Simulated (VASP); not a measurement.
Set up this calculation in VASP 6.6.1, as the native input.

```yaml
Task: single point
Functional: PBEsol
Potentials_or_basis: VASP PAW PBE potentials, release 64 (Ca_sv, Sc_sv, Br)
Cutoff: 520 eV
k_mesh: 4 × 4 × 4
Occupations: fermi-dirac, width 0.05 eV
Spin: no spin polarisation
Dipole_correction: no
Further_INCAR_settings: ALGO = Normal; EDIFF = 1e-07; NBANDS = 37
```

The structure of CaScBr5 lies in POSCAR:

```
CaScBr5
1.0
   -2.5363489594      4.0186378692      5.0273978085
    2.3090919289     -4.0736034467      4.9663581447
    3.0436149470      4.3599211284     -5.0740463364
Ca Sc Br
1 1 5
Direct
    0.4885655439      0.4896858188     -0.0330239885
    0.0513136476      0.0646758573      0.1394157180
    0.6879568939      0.0512089937     -0.0974385066
    0.1115546175      0.5627453542      0.6830257418
    0.2310830060      0.3426188970      0.0988827478
    0.9012219109      0.8008738247      0.2163623552
    0.4441025531      0.0861089730      0.3949042434
```

One way to write it, as run:

INCAR

```
SYSTEM = CaScBr5
  PREC = Accurate
  ENCUT = 520
  EDIFF = 1E-7
  ISMEAR = -1
  SIGMA = 0.05
  LREAL = .FALSE.
  LASPH = .TRUE.
  NELM = 100
  ALGO = Normal
  ISIF = 2
  LWAVE = .FALSE.
  LCHARG = .FALSE.
  GGA = PS
  NBANDS = 37
```

KPOINTS

```
Automatic mesh
0
G
  4 4 4
  0 0 0
```

Potentials or basis: VASP PAW PBE potentials, release 64 (Ca_sv, Sc_sv, Br).

The run is started by

```bash
$ cat potpaw_PBE.64/Ca_sv/POTCAR potpaw_PBE.64/Sc_sv/POTCAR potpaw_PBE.64/Br/POTCAR > POTCAR
$ mpirun -np 1 vasp_std > vasp.out
```

Results of the run:

- Pressure: 0.1 GPa
- Largest force: 0.019 eV/Å
- Band gap on the k mesh: 2.60 eV (least direct gap 2.65 eV)

Caveat: the PAW data sets were made with another functional, which shifts forces and pressure a little.

Wall time 6.2 min on 1 thread of Intel(R) Xeon(R) Platinum 8488C (Sapphire Rapids), with other jobs on the host, peak memory 0.57 GiB.
